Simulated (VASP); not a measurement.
**CaB15N15 (a cell with a defect): relaxation of the atoms with PBE**

System: CaB15N15 (a cell with a defect).

```
CELL_PARAMETERS angstrom
-3.62411 3.62411 -3.62411
3.62411 3.62411 3.62411
3.62411 -3.62411 -3.62411
ATOMIC_POSITIONS crystal
B 0.00000 0.00000 0.00000
B 0.00000 0.25000 0.75000
B 0.00000 0.50000 0.50000
B 0.00000 0.75000 0.25000
B 0.25000 0.00000 0.75000
B 0.25000 0.50000 0.25000
B 0.25000 0.75000 0.00000
B 0.50000 0.00000 0.50000
B 0.50000 0.25000 0.25000
B 0.50000 0.50000 0.00000
B 0.50000 0.75000 0.75000
B 0.75000 0.00000 0.25000
B 0.75000 0.25000 0.00000
B 0.75000 0.50000 0.75000
B 0.75000 0.75000 0.50000
Ca 0.25000 0.25000 0.50000
N 0.00000 0.25000 0.00000
N 0.00000 0.50000 0.75000
N 0.00000 0.75000 0.50000
N 0.25000 0.00000 0.00000
N 0.25000 0.25000 0.75000
N 0.25000 0.50000 0.50000
N 0.25000 0.75000 0.25000
N 0.50000 0.00000 0.75000
N 0.50000 0.25000 0.50000
N 0.50000 0.50000 0.25000
N 0.50000 0.75000 0.00000
N 0.75000 0.00000 0.50000
N 0.75000 0.25000 0.25000
N 0.75000 0.50000 0.00000
N 0.75000 0.75000 0.75000
```

- Program: VASP 6.6.1
- Task: relaxation of the atoms
- Functional: PBE
- Potentials or basis: VASP PAW PBE potentials, release 64 (B, Ca_sv, N)
- Cutoff: 520 eV
- k mesh: 1 × 1 × 1, shifted
- Occupations: gaussian, width 0.01 eV
- Spin: collinear spin
- Fixed moment: 1 μB
- Dipole correction: no
- Charge: -1
- Further INCAR settings: LREAL = Auto; ALGO = Normal; EDIFF = 1e-06; IBRION = 2; EDIFFG = -0.03; NSW = 100; NELECT = 131.0

```json
{"Largest force after relaxing": "0.020 eV/Å", "Net moment": "1.00 μB per cell", "Site moments": "B +0.03, +0.00, +0.01, +0.35 (each value once); Ca +0.12; N +0.01, -0.00, +0.00 (each value once) μB", "Valence electrons inside the program's atomic spheres": "B 2.00, 2.09, 2.07, 2.10, 2.04, 2.13, 2.16 (each value once); Ca 8.83; N 4.00, 3.98, 3.94, 4.11, 4.08, 3.96, 4.01 (each value once)"}
```

Forces on the atoms (eV/Å):
```
B    0.008 -0.014  0.002
B   -0.001  0.004  0.003
B   -0.002 -0.005 -0.007
B   -0.007 -0.007  0.010
B   -0.003  0.003  0.001
B   -0.005 -0.002 -0.007
B    0.003  0.002  0.000
B    0.003 -0.003  0.001
B    0.004 -0.001  0.003
B   -0.001  0.000 -0.001
B    0.000  0.000 -0.002
B   -0.014  0.008  0.002
B    0.005  0.005 -0.006
B    0.000 -0.001 -0.001
B    0.002  0.003  0.000
Ca   0.014  0.014  0.000
N    0.005  0.000  0.002
N    0.007 -0.003 -0.006
N    0.002  0.000  0.000
N   -0.001 -0.003  0.002
N   -0.001 -0.012  0.001
N   -0.003 -0.003  0.015
N    0.000  0.002  0.000
N    0.004  0.004 -0.008
N   -0.012 -0.001  0.001
N   -0.003  0.007 -0.006
N    0.002 -0.003  0.001
N   -0.003 -0.001  0.002
N    0.000  0.005  0.002
N    0.000  0.000 -0.004
N   -0.003  0.002  0.001
```

Final structure:
```cif
data_structure
_symmetry_space_group_name_H-M 'P 1'
_symmetry_Int_Tables_number 1
_cell_length_a 6.2771
_cell_length_b 6.2771
_cell_length_c 6.2771
_cell_angle_alpha 109.471
_cell_angle_beta 109.471
_cell_angle_gamma 109.471
_cell_volume 190.40
loop_
_atom_site_label
_atom_site_type_symbol
_atom_site_fract_x
_atom_site_fract_y
_atom_site_fract_z
_atom_site_occupancy
B1 B 0.97095 0.99460 0.98381 1
B2 B 0.00915 0.25753 0.76130 1
B3 B 0.00714 0.50836 0.50331 1
B4 B 0.99329 0.71519 0.24329 1
B5 B 0.25210 0.00897 0.76761 1
B6 B 0.25331 0.50836 0.25714 1
B7 B 0.25019 0.75273 0.00284 1
B8 B 0.51761 0.00897 0.50210 1
B9 B 0.51130 0.25753 0.25915 1
B10 B 0.50082 0.50287 0.00727 1
B11 B 0.49265 0.74897 0.74265 1
B12 B 0.73381 0.99460 0.22095 1
B13 B 0.74758 0.25250 0.99758 1
B14 B 0.75727 0.50287 0.75082 1
B15 B 0.75284 0.75273 0.50019 1
Ca1 Ca 0.17747 0.15003 0.42747 1
N1 N 0.99335 0.25360 0.00120 1
N2 N 0.01110 0.50845 0.75732 1
N3 N 0.00002 0.75394 0.50530 1
N4 N 0.24454 0.00055 0.01408 1
N5 N 0.25679 0.25846 0.80188 1
N6 N 0.25006 0.53141 0.50006 1
N7 N 0.25530 0.75394 0.25002 1
N8 N 0.50277 0.00730 0.75277 1
N9 N 0.55188 0.25846 0.50679 1
N10 N 0.50732 0.50845 0.26110 1
N11 N 0.49383 0.74894 0.99396 1
N12 N 0.76408 0.00055 0.49454 1
N13 N 0.75120 0.25360 0.24335 1
N14 N 0.74628 0.49659 0.99628 1
N15 N 0.74396 0.74894 0.74383 1
```

Run time: 58 min on 1 thread of AMD EPYC 7R43 64-Core Processor (Zen 3), on a shared host, peak memory 0.39 GiB.

Caveat: the k points lie up to 1.23 Å⁻¹ apart, too coarse for converged energies, forces and pressures; the cell carries a net charge on a neutralising background, which shifts energy and pressure; the total moment is fixed, so each spin has its own Fermi level and the state may be an excited one.
